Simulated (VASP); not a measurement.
Al, 2 atoms in the cell. The structure is hexagonal, space group P6_3/mmc (No. 194). Conventional cell: a = 2.812 Å, b = 2.812 Å, c = 4.867 Å, α = 90.00°, β = 90.00°, γ = 120.00°. Within 3.7 Å of Al (site symmetry -6m2) lie 12 Al at 2.81 to 2.93 Å. 

| Quantity | Value |
| --- | --- |
| Program | VASP 6.6.1 |
| Task | single point |
| Functional | HSE06 |
| Potentials or basis | VASP PAW PBE potentials, release 64 (Al) |
| Cutoff | 520 eV |
| k mesh | 6 × 6 × 3 |
| Occupations | fermi-dirac, width 0.05 eV |
| Spin | no spin polarisation |
| Dipole correction | no |
| Grid for exact exchange (PRECFOCK) | Normal |
| Further INCAR settings | ALGO = Normal; EDIFF = 1e-06; NBANDS = 10 |
| Screening parameter | 0.2079 1/Å |

Potentials or basis: VASP PAW PBE potentials, release 64 (Al).

Launch:

```sh
$ cat potpaw_PBE.64/Al/POTCAR > POTCAR
$ cp INCAR.step1 INCAR
$ mpirun -np 1 vasp_std > vasp.out
$ cp INCAR.step2 INCAR
$ mpirun -np 1 vasp_std > vasp.out
```

Hardware: 1 thread of AMD EPYC 9R45 96-Core Processor (Zen 5), on a shared host.

Estimate the wall time of this run.

Run time: 79 s on 1 thread of AMD EPYC 9R45 96-Core Processor (Zen 5), on a shared host, peak memory 0.21 GiB. Counts: k points 14.
